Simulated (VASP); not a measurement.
Input of a VASP 6.6.1 run:

File INCAR:

```
PREC = Accurate
ENCUT = 520
EDIFF = 1E-6
ISMEAR = -1
SIGMA = 0.05
LREAL = F
LASPH = T
NELM = 60
ALGO = Normal
ISIF = 2
LWAVE = F
LCHARG = F
GGA = PE
NBANDS = 22
```

Contents of KPOINTS:

```
regular mesh
0
Gamma
  7 7 7
```

File POSCAR:

```
Rb2Ag
1.0
    0.0000000000      4.3945060707      4.3945060707
    4.3945060707      0.0000000000      4.3945060707
    4.3945060707      4.3945060707      0.0000000000
Ag Rb
1 2
Direct
    0.0000000000      0.0000000000      0.0000000000
    0.2500000000      0.2500000000      0.2500000000
    0.7500000000      0.7500000000      0.7500000000
```

Potentials or basis: VASP PAW PBE potentials, release 64 (Ag, Rb_sv).

Command:

```console
$ cat potpaw_PBE.64/Ag/POTCAR potpaw_PBE.64/Rb_sv/POTCAR > POTCAR
$ mpirun -np 1 vasp_std > vasp.out
```

Task: Estimate the pressure.

Result: 0.0 GPa.
